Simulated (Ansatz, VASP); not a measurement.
**One calculation of Au, two programs**

```
Au
1.0
     2.86519    0.00000    0.00000
    -1.43260    2.48133    0.00000
     0.00000    0.00000    4.79058
Au
2
Direct
  0.33333 0.66667 0.75000
  0.66667 0.33333 0.25000
```

Alike in both runs: functional PBEsol; k mesh 18 × 18 × 10; occupations gaussian, width 0.1 eV; no spin polarisation.

Ansatz relaxed the structure, and its values are those at the end. VASP's run is a single point on that final structure, the one shown.

|  | VASP | Ansatz |
| --- | --- | --- |
| version | VASP 6.6.1 | Ansatz 0.2.0 |
| potentials or method | VASP PAW PBE potentials, release 64 (Au), cutoff 520 eV | scalar-relativistic, plane waves, PAW |
| valence electrons in the cell | 22 | 38 |

```tsv
	VASP	Ansatz	Ansatz less VASP
gap on the k mesh at the Fermi level (eV)	none	none	-
pressure (GPa)	-0.2	0.0	+0.21
```

VASP's potentials were made for PBE, not for PBEsol. A gap of «none» marks a metal or a gap that the smearing closes. With one functional, cell and mesh, what is left measures potentials, basis and numerics. VASP's potentials hold 22 valence electrons a cell and Ansatz's 38, so a difference there can come from the potentials and not from the codes.

Neither program's run includes spin-orbit coupling.
